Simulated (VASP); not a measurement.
ZnO, 4 atoms in the cell. It takes space group P6_3mc (No. 186, hexagonal). The conventional cell has a = 3.166 Å, b = 3.166 Å, c = 5.111 Å, α = 90.00°, β = 90.00°, γ = 120.00°. Within 2.6 Å of Zn (site symmetry 3m) lie 4 O at 1.93 to 1.94 Å. O (site symmetry 3m) has 4 Zn at 1.93 to 1.94 Å within 2.6 Å. 

```yaml
Program: VASP 6.6.1
Task: single point
Functional: PBEsol
Potentials_or_basis: VASP PAW PBE potentials, release 64 (Zn, O_h)
Cutoff: 1340 eV
k_mesh: 8 × 8 × 4
Occupations: gaussian, width 0.01 eV
Spin: no spin polarisation
Dipole_correction: no
Further_INCAR_settings: ALGO = Normal; EDIFF = 1e-06; NBANDS = 26
```

Potentials or basis: VASP PAW PBE potentials, release 64 (Zn, O_h).

The run is started by

```sh
$ cat potpaw_PBE.64/Zn/POTCAR potpaw_PBE.64/O_h/POTCAR > POTCAR
$ mpirun -np 1 vasp_std > vasp.out
```

Hardware: 1 thread of Intel(R) Xeon(R) Platinum 8375C CPU @ 2.90GHz (Ice Lake) (shared host).

Problem. How long does it take, and how much memory?

Solution. It took 84 s on 1 thread of Intel(R) Xeon(R) Platinum 8375C CPU @ 2.90GHz (Ice Lake), with other jobs on the host, peak memory 0.38 GiB. Counts: scf iterations 13, k points 30.
